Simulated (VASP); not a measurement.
GaN:

```xyz
2
Lattice="0.0000 2.1352 2.1352 2.1352 0.0000 2.1352 2.1352 2.1352 0.0000" Properties=species:S:1:pos:R:3 pbc="T T T"
Ga    0.0000    0.0000    0.0000
N     2.1352    2.1352    2.1352
```

Base run:

| Quantity | Value |
| --- | --- |
| Program | VASP 6.6.1 |
| Functional | LDA |
| Potentials or basis | VASP PAW LDA potentials, release 64 (Ga_d, N) |
| Cutoff | 520 eV |
| k mesh | 8 × 8 × 8 |
| Occupations | gaussian, width 0.01 eV |
| Spin | no spin polarisation |

Its results: band gap on the k mesh 0.24 eV, indirect (least direct gap 2.45 eV); pressure -12.6 GPa.

Task: The run is repeated on the same cell with these changes: functional from LDA to r2SCAN; potentials or basis from VASP PAW LDA potentials, release 64 (Ga_d, N) to VASP PAW PBE potentials, release 64 (Ga_d, N). What comes out?

Result: Band gap on the k mesh 0.92 eV, indirect (least direct gap 2.91 eV); pressure -7.5 GPa.

Caveats: the PAW data sets were made with another functional, which shifts forces and pressure a little (some runs).

A k mesh can miss the band edges.
